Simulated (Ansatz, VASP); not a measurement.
# One calculation of MgO, two programs

The input INCAR:

```
PREC     = Accurate       # precision mode
ENCUT    = 520            # plane-wave cutoff, eV
EDIFF    = 1E-6           # SCF threshold, eV
ISMEAR   = 0              # smearing method
SIGMA    = 0.05           # smearing width, eV
LREAL    = False          # projectors in reciprocal space
LASPH    = True           # aspherical terms in the spheres
NELM     = 60             # most SCF steps
ALGO     = Normal         # electronic algorithm
ISIF     = 2              # what is computed and relaxed
LWAVE    = False          # write WAVECAR
LCHARG   = True           # write CHGCAR
GGA      = PE             # functional
LELF     = True           # ELF
LVHAR    = True         
NBANDS   = 36             # bands
```

Contents of KPOINTS:

```
Automatic mesh
0
Gamma
  4 4 4
```

POSCAR

```
MgO
1.0
    5.6335409551      0.0000000000      0.0000000000
    0.0000000000      5.6335409551      0.0000000000
    0.0000000000      0.0000000000      5.6335409551
Mg O
6 6
Direct
    0.2500000000      0.0003987702      0.5000000000
    0.0000000000      0.5003987702      0.2500000000
    0.5000000000      0.7399885347      0.0000000000
    0.7500000000      0.0003987702      0.5000000000
    0.0000000000      0.5003987702      0.7500000000
    0.5000000000      0.2399885347      0.0000000000
    0.2500000000      0.5087634618      0.0000000000
    0.5000000000      0.0087634618      0.2500000000
    0.0000000000      0.7464704792      0.5000000000
    0.7500000000      0.5087634618      0.0000000000
    0.5000000000      0.0087634618      0.7500000000
    0.0000000000      0.2464704792      0.5000000000
```

Input for Ansatz:

```yaml
crystal:
  lattice:
    - [5.6335409551, 0.0, 0.0]
    - [0.0, 5.6335409551, 0.0]
    - [0.0, 0.0, 5.6335409551]
  atoms:
    - { symbol: Mg, position: [0.25, 0.0003987702, 0.5] }
    - { symbol: Mg, position: [0.0, 0.5003987702, 0.25] }
    - { symbol: Mg, position: [0.5, 0.7399885347, 0.0] }
    - { symbol: Mg, position: [0.75, 0.0003987702, 0.5] }
    - { symbol: Mg, position: [0.0, 0.5003987702, 0.75] }
    - { symbol: Mg, position: [0.5, 0.2399885347, 0.0] }
    - { symbol: O, position: [0.25, 0.5087634618, 0.0] }
    - { symbol: O, position: [0.5, 0.0087634618, 0.25] }
    - { symbol: O, position: [0.0, 0.7464704792, 0.5] }
    - { symbol: O, position: [0.75, 0.5087634618, 0.0] }
    - { symbol: O, position: [0.5, 0.0087634618, 0.75] }
    - { symbol: O, position: [0.0, 0.2464704792, 0.5] }
basis:
  ecutwfc: 520.0
kpoints:
  mp_grid: { grid: [4, 4, 4] }
hamiltonian:
  xc: pbe
  pseudopotentials: { kind: paw, azcp: { folder: soft_1 } }
scf:
  occupations: { method: gaussian, width: 0.05 }
output:
  forces: true
  stress: true
  eigenvalues: true
```

Change from the starting cell: mode 14 frozen in at +0.000 Å and mode 24 at -0.056 Å (largest displacements).

Alike in both runs: task single point; functional PBE; k mesh 4 × 4 × 4; occupations gaussian, width 0.05 eV; no spin polarisation.

|  | VASP | Ansatz |
| --- | --- | --- |
| version | VASP 6.6.1 | Ansatz 0.2.0 |
| potentials or method | VASP PAW PBE potentials, release 64 (Mg, O), cutoff 520 eV | scalar-relativistic, plane waves, PAW |
| valence electrons in the cell | 48 | 96 |

|  | VASP | Ansatz | Ansatz less VASP |
| --- | --- | --- | --- |
| gap on the k mesh at the Fermi level (eV) | 2.89 | 2.90 | +0.013 |
| least direct gap on the mesh (eV) | 2.89 | 2.90 | +0.013 |
| pressure (GPa) | 0.1 | 0.4 | +0.31 |
| rms of the force components (eV/Å) | 0.389 | 0.384 | -0.0047 |

Atom by atom the forces differ by 0.005 eV/Å (rms over components). VASP's potentials hold 48 valence electrons a cell and Ansatz's 96, so a difference there can come from the potentials and not from the codes.
